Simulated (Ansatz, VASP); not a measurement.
## Ti: VASP beside Ansatz

```
Ti
1.0
     0.00000    3.21951    3.21951
     3.21951    0.00000    3.21951
     3.21951    3.21951    0.00000
Ti
2
Direct
  0.00000 0.00000 0.00000
  0.25000 0.25000 0.25000
```

Alike in both runs: task relaxation of cell and atoms; functional PBE; k mesh 11 × 11 × 11; occupations fermi-dirac, width 0.05 eV; no spin polarisation.

|  | VASP | Ansatz |
| --- | --- | --- |
| version | VASP 6.6.1 | Ansatz 0.2.0 |
| potentials or method | VASP PAW PBE potentials, release 64 (Ti_sv) | PAW with Ansatz's earlier generated frozen-core files (soft_1), scalar-relativistic |
| plane-wave cutoff (eV) | 500 | 420 |
| valence electrons in the cell | 24 | 24 |

Ansatz gave:

- relaxed volume (Å³/atom): 22.90
- relaxed cell length with the largest relative difference (Å): 4.016

Task: Which values does VASP return?

Result: Relaxed volume (Å³/atom): 22.91; relaxed cell length with the largest relative difference (Å): 4.017.

Noted on VASP's run: the volume moved by over 15 % at a fixed basis, so the end points are rough.
